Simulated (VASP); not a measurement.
# Cr (Im-3m) in VASP: single point with PBEsol

Aim: the single point of Cr with PBEsol.

All numbers are computed with VASP 6.6.1; they aren't measurements. Logs are shortened: lines on timing, memory, paths and dates and some standing lists are left out, and cuts for length are marked.

## Step 1: The cell of the first run

Symmetry: Im-3m, No. 229, cubic system. Conventional cell: a = 2.744 Å, b = 2.744 Å, c = 2.744 Å, α = 90.00°, β = 90.00°, γ = 90.00°. Within 3.1 Å of Cr (site symmetry m-3m) lie 14 Cr at 2.38 to 2.74 Å.

## Step 2: Single point, PBEsol

The input, INCAR:

```
SYSTEM = Cr
ALGO = Fast ; EDIFF = 1E-7
ENCUT = 520 ; GGA = PS
ISIF = 2 ; ISMEAR = 0
LASPH = .True. ; LCHARG = .False.
LREAL = .False. ; LWAVE = .False.
NBANDS = 19 ; NELM = 100
PREC = Accurate ; SIGMA = 0.1
```

The input, KPOINTS:

```
k-points
0
Gamma
  38 38 38
  0 0 0
```

The input, POSCAR:

```
Cr
1.0
    2.7442272980      0.0000000000      0.0000000000
    0.0000000000      2.7442272980      0.0000000000
    0.0000000000      0.0000000000      2.7442272980
Cr
2
Direct
    0.0000000000      0.0000000000      0.0000000000
    0.5000000000      0.5000000000      0.5000000000
```

Potentials or basis: VASP PAW PBE potentials, release 64 (Cr_pv).

The run is started by

```bash
cat potpaw_PBE.64/Cr_pv/POTCAR > POTCAR
mpirun -np 1 vasp_std > vasp.out
```

OUTCAR:

```text
SYSTEM = Cr
   EDIFF = 1E-7
   ENCUT = 520
   GGA = PS
   ISIF = 2
   ISMEAR = 0
   LASPH = .True.
   LREAL = .False.
   NELM = 100
   PREC = Accurate

 ion  position               nearest neighbor table
   1  0.000  0.000  0.000-   2 2.38   2 2.38   2 2.38   2 2.38   2 2.38   2 2.38   2 2.38   2 2.38

   2  0.500  0.500  0.500-   1 2.38   1 2.38   1 2.38   1 2.38   1 2.38   1 2.38   1 2.38   1 2.38

  LATTYP: Found a simple cubic cell.
 ALAT       =     2.7442272980

  Lattice vectors:

 A1 = (   2.7442272980,   0.0000000000,   0.0000000000)
 A2 = (   0.0000000000,   2.7442272980,   0.0000000000)
 A3 = (   0.0000000000,   0.0000000000,   2.7442272980)

Analysis of symmetry for initial positions (statically):
=====================================================================
 Subroutine PRICEL returns following result:

  LATTYP: Found a body centered cubic cell.
 ALAT       =     2.7442272980

  Lattice vectors:

 A1 = (   1.3721136490,   1.3721136490,  -1.3721136490)
 A2 = (  -1.3721136490,   1.3721136490,   1.3721136490)
 A3 = (   1.3721136490,  -1.3721136490,   1.3721136490)

   2 primitive cells build up your supercell.

 Routine SETGRP: Setting up the symmetry group for a
 simple cubic supercell.

 Subroutine GETGRP returns: Found 48 space group operations
 (whereof 48 operations were pure point group operations)
 out of a pool of 48 trial point group operations.

The static configuration has the point symmetry O_h .

Analysis of symmetry for dynamics (positions and initial velocities):
=====================================================================
 Subroutine PRICEL returns following result:

  LATTYP: Found a body centered cubic cell.
 ALAT       =     2.7442272980

  Lattice vectors:

 A1 = (   1.3721136490,   1.3721136490,  -1.3721136490)
 A2 = (  -1.3721136490,   1.3721136490,   1.3721136490)
 A3 = (   1.3721136490,  -1.3721136490,   1.3721136490)

   2 primitive cells build up your supercell.

 Routine SETGRP: Setting up the symmetry group for a
 simple cubic supercell.

 Subroutine GETGRP returns: Found 48 space group operations
 (whereof 48 operations were pure point group operations)
 out of a pool of 48 trial point group operations.

The dynamic configuration has the point symmetry O_h .

 Subroutine INISYM returns: Found 48 space group operations
 (whereof 48 operations are pure point group operations),
 and found     2 'primitive' translations

[... 82 lines left out ...]
 SYSTEM =  Cr
   PREC   = accura    normal or accurate (medium, high low for compatibility)
   ISTART =      0    job   : 0-new  1-cont  2-samecut
   ICHARG =      2    charge: 1-file 2-atom 10-const
   ISPIN  =      1    spin polarized calculation?
   LNONCOLLINEAR =      F non collinear calculations
   LSORBIT =      F    spin-orbit coupling
   LASPH  =      T    aspherical Exc in radial PAW
   ENCUT  =  520.0 eV  38.22 Ry    6.18 a.u.   5.10  5.10  5.10*2*pi/ulx,y,z
   NELM   =    100;   NELMIN=  2; NELMDL= -5     # of ELM steps
   EDIFF  = 0.1E-06   stopping-criterion for ELM
   LREAL  =      F    real-space projection
   EDIFFG = 0.1E-05   stopping-criterion for IOM
   NSW    =      0    number of steps for IOM
   IBRION =     -1    ionic relax: 0-MD 1-quasi-New 2-CG
   NFREE  =      0    steps in history (QN), initial steepest desc. (CG)
   ISIF   =      2    stress and relaxation
   ISYM   =      2    0-nonsym 1-usesym 2-fastsym
   POTIM  = 0.5000    time-step for ionic-motion
   TEBEG  =    0.0;   TEEND  =   0.0 temperature during run
   PSTRESS=    0.0 pullay stress
   NELECT =      24.0000    total number of electrons
   NUPDOWN=      -1.0000    fix difference up-down
   EMIN   =  10.00;   EMAX   =-10.00  energy-range for DOS
   EFERMI =   0.00;   METHOD = LEGACY
   ISMEAR =     0;   SIGMA  =   0.10  broadening in eV -4-tet -1-fermi 0-gaus
   EFERMI_NEDOS =   21; number of points for ismear=-14 and -15
   IALGO  =     68    algorithm
   IMIX   =      4    mixing-type and parameters
     AMIX     =   0.40;   BMIX     =  1.00
     AMIX_MAG =   1.60;   BMIX_MAG =  1.00
  volume/ion in A,a.u.               =      10.33        69.73
  Fermi-wavevector in a.u.,A,eV,Ry     =   1.720779  3.251801 40.287957  2.961081
  Thomas-Fermi vector in A             =   2.797155
   LORBIT       =      0    0 simple, 1 ext, 2 COOP (PROOUT), +10 PAW based schemes
   GGA     = PS    functional components
   LHFCALC =     F    Hartree Fock is set to
   AEXX    =    0.0000 exact exchange contribution
   IVDW    =     0    specifies the selected vdW correction
   LEPSILON=     F    determine dielectric tensor
   LRPA    =     F    only Hartree local field effects (RPA)
 non-spin polarized calculation
 RMM-DIIS sequential band-by-band and
 Gauss-broadening in eV      SIGMA  =   0.10
  energy-cutoff  :      520.00
  volume of cell :       20.67
 maximum number of plane-waves:       587
   NGX = 11   NGY = 11   NGZ = 11

 number of electron      23.9999966 magnetization

 Free energy of the ion-electron system (eV)
  ---------------------------------------------------
  ext. energy  EPLUGINS =         0.00000000
  ---------------------------------------------------
  free energy    TOTEN  =       -20.37453153 eV

  energy without entropy =      -20.36818652  energy(sigma->0) =      -20.37135903

 E-fermi :  12.5166     XC(G=0): -14.5011

 val. band max:       12.5146070612   @ k =   0.2368   0.1316   0.0000
 cond. band min:      12.5183355753   @ k =   0.1842   0.1579   0.1053
 fundamental gap:      0.0037285140
 Fermi energy:        12.5165949462

 k-point     1 :       0.0000    0.0000    0.0000
  band No.  band energies     occupation
      1     -30.8025      2.00000
      2     -30.8025      2.00000
      3     -30.8025      2.00000
      4     -29.9177      2.00000
      5     -29.9177      2.00000
      6     -29.9177      2.00000
[... 505 lines left out ...]
      6     -29.9343      2.00000
[... 11 lines left out ...]
     18      19.6567      0.00000
     19      23.0444      0.00000

 [... further k-points ...]
[... 5 lines left out ...]
  --------------------------------------------------------------------------------------
  -------------------------------------------------------------------------------------
  Total        3.1563859      3.1563859      3.1563859     -0.0000000      0.0000000      0.0000000
  in kB      244.7036422    244.7036422    244.7036422     -0.0000000      0.0000000      0.0000000
  external PRESSURE =     244.7036422 kB  Pullay stress =       0.0000000 kB

 VOLUME and BASIS-vectors are now :
 -----------------------------------------------------------------------------
  energy-cutoff  :      520.00
  volume of cell :       20.67
      direct lattice vectors                 reciprocal lattice vectors
     2.744227298  0.000000000  0.000000000     0.364401302  0.000000000  0.000000000
     0.000000000  2.744227298  0.000000000     0.000000000  0.364401302  0.000000000
     0.000000000  0.000000000  2.744227298     0.000000000  0.000000000  0.364401302

 POSITION                                       TOTAL-FORCE (eV/Angst)
 -----------------------------------------------------------------------------------
      0.00000      0.00000      0.00000        -0.000000     -0.000000     -0.000000
      1.37211      1.37211      1.37211         0.000000      0.000000      0.000000
 -----------------------------------------------------------------------------------
    total drift:                               -0.000000      0.000000      0.000000

  FREE ENERGIE OF THE ION-ELECTRON SYSTEM (eV)
  ---------------------------------------------------
  free  energy   TOTEN  =       -20.3745315338 eV

  energy  without entropy=      -20.3681865231  energy(sigma->0) =      -20.37135903
```

OSZICAR:

```text
N       E                     dE             d eps       ncg     rms          rms(c)
DAV:   1     0.237330241772E+03    0.23733E+03   -0.13749E+04 58600   0.159E+03
DAV:   2    -0.155958929718E+02   -0.25293E+03   -0.24707E+03 59326   0.443E+02
DAV:   3    -0.236416325760E+02   -0.80457E+01   -0.79545E+01 62263   0.945E+01
DAV:   4    -0.237566051888E+02   -0.11497E+00   -0.11476E+00 78311   0.104E+01
DAV:   5    -0.237584888655E+02   -0.18837E-02   -0.18817E-02 62704   0.129E+00    0.224E+01
RMM:   6    -0.204121400317E+02    0.33463E+01   -0.12707E+01 59456   0.369E+01    0.249E+00
RMM:   7    -0.203982153985E+02    0.13925E-01   -0.62666E-01 61641   0.586E+00    0.134E+00
RMM:   8    -0.203763822281E+02    0.21833E-01   -0.24989E-02 62839   0.195E+00    0.438E-01
RMM:   9    -0.203743700761E+02    0.20122E-02   -0.61639E-03 69486   0.764E-01    0.615E-02
RMM:  10    -0.203745011646E+02   -0.13109E-03   -0.14229E-03 85918   0.349E-01    0.601E-02
RMM:  11    -0.203745254138E+02   -0.24249E-04   -0.32635E-04 83770   0.167E-01    0.187E-02
RMM:  12    -0.203745257072E+02   -0.29340E-06   -0.11318E-04 85113   0.950E-02    0.751E-03
RMM:  13    -0.203745311664E+02   -0.54591E-05   -0.36464E-05 93826   0.519E-02    0.762E-03
RMM:  14    -0.203745313854E+02   -0.21902E-06   -0.61775E-06 86791   0.155E-02    0.271E-03
RMM:  15    -0.203745315579E+02   -0.17251E-06   -0.14616E-06 72108   0.706E-03    0.234E-03
RMM:  16    -0.203745315338E+02    0.24074E-07   -0.29759E-07 56213   0.321E-03
   1 F= -.20374532E+02 E0= -.20371359E+02  d E =-.634501E-02
```

stdout:

```text
POSCAR found type information on POSCAR Cr
 POSCAR found :  1 types and       2 ions
 scaLAPACK will be used
 -----------------------------------------------------------------------------
|                                                                             |
|                                                                             |
|     You enforced a specific xc type in the INCAR file but a different       |
|     I HOPE YOU KNOW WHAT YOU ARE DOING!                                     |
|                                                                             |
 -----------------------------------------------------------------------------

 LDA part: xc-table for (Slater+PW92), standard interpolation
 POSCAR, INCAR and KPOINTS ok, starting setup
 FFT: planning ... GRIDC
 FFT: planning ... GRID_SOFT
 FFT: planning ... GRID
 WAVECAR not read
 entering main loop
WARNING in EDDRMM: call to ZHEGV failed, returncode =   8  4     19
WARNING in EDDRMM: call to ZHEGV failed, returncode =   8  4     19
WARNING in EDDRMM: call to ZHEGV failed, returncode =   8  4     19
WARNING in EDDRMM: call to ZHEGV failed, returncode =   6  3     19
WARNING in EDDRMM: call to ZHEGV failed, returncode =   6  3     19
WARNING in EDDRMM: call to ZHEGV failed, returncode =   8  4     19
WARNING in EDDRMM: call to ZHEGV failed, returncode =   6  3     19
WARNING in EDDRMM: call to ZHEGV failed, returncode =   8  4     19
WARNING in EDDRMM: call to ZHEGV failed, returncode =   6  3     18
 num prob WARNING in EDDRMM: call to ZHEGV failed, returncode =   6  3     19
WARNING in EDDRMM: call to ZHEGV failed, returncode =   6  3     19
 num prob RMM:  16    -0.203745315338E+02    0.24074E-07   -0.29759E-07 56213   0.321E-03
```

Wall time 10 min (1 thread of Oxide Virtual Turin-like, shared host); peak memory 0.51 GiB.

Results:

| Item | Value |
| --- | --- |
| Free energy | -20.3745 eV |
| Pressure | 24.5 GPa |
| Band gap on the k mesh | zero (band 12 reaches 13.82 eV, above the bottom of band 13 at 12.00 eV) |

Levels at points of the mesh, in eV from the Fermi level:
| k point | band 9 | band 10 | band 11 | band 12 | band 13 | band 14 | band 15 | band 16 |
| --- | --- | --- | --- | --- | --- | --- | --- | --- |
| (0.00, 0.00, 0.00) | -5.12 | -1.09 | -1.09 | -1.09 | 1.25 | 1.25 | 2.86 | 2.86 |
| (0.50, 0.00, 0.00) | -2.25 | -2.25 | -0.49 | -0.49 | -0.49 | -0.49 | 0.76 | 0.76 |
| (0.50, 0.50, 0.00) | -2.91 | -2.91 | 1.30 | 1.30 | 1.42 | 1.42 | 1.68 | 1.68 |
| (0.50, 0.50, 0.50) | -2.64 | -2.64 | -2.64 | -2.64 | 1.75 | 1.75 | 1.75 | 1.75 |

Caveat: the PAW data sets were made with another functional, which shifts forces and pressure a little; the run has no spin polarisation, though such a crystal can be magnetic. Spin polarisation is off, so any magnetic state and its effect on volume and gap are missing.
